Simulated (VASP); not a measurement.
The system is I.

```xyz
1
Lattice="3.3000 0.0000 0.0000 0.0000 3.3000 0.0000 0.0000 0.0000 3.3000" Properties=species:S:1:pos:R:3 pbc="T T T"
I     0.0000    0.0000    0.0000
```

| Item | Value |
| --- | --- |
| Program | VASP 6.6.1 |
| Task | relaxation of cell and atoms |
| Functional | PBEsol |
| Potentials or basis | VASP PAW PBE potentials, release 64 (I) |
| Cutoff | 600 eV |
| k mesh | 7 × 7 × 7 |
| Occupations | fermi-dirac, width 0.05 eV |
| Spin | no spin polarisation |

At the start: pressure 2.4 GPa; volume 35.94 Å³/atom.

Q: Where does the relaxation end?

A: Over 3 steps the energy falls by 17.2 meV/atom and the volume is 38.40 Å³/atom (+6.9 %); space group Pm-3m (No. 221, to 0.05 Å).

Step by step:
```tsv
step	energy change (eV)	largest force (eV/Å)	pressure (GPa)	volume (Å³)
1	0.0000	0.0000	2.40	35.94
2	-0.0168	0.0000	-0.31	38.81
3	-0.0172	0.0000	0.01	38.40
```

Final structure:
```cif
data_structure
_symmetry_space_group_name_H-M 'P 1'
_symmetry_Int_Tables_number 1
_cell_length_a 3.3737
_cell_length_b 3.3737
_cell_length_c 3.3737
_cell_angle_alpha 90.000
_cell_angle_beta 90.000
_cell_angle_gamma 90.000
_cell_volume 38.40
loop_
_atom_site_label
_atom_site_type_symbol
_atom_site_fract_x
_atom_site_fract_y
_atom_site_fract_z
_atom_site_occupancy
I1 I 0.00000 0.00000 0.00000 1
```

Caveat: the PAW data sets were made with another functional, which shifts forces and pressure a little; an odd number of electrons without spin polarisation forces a metal; a magnetic or distorted state may lie lower.
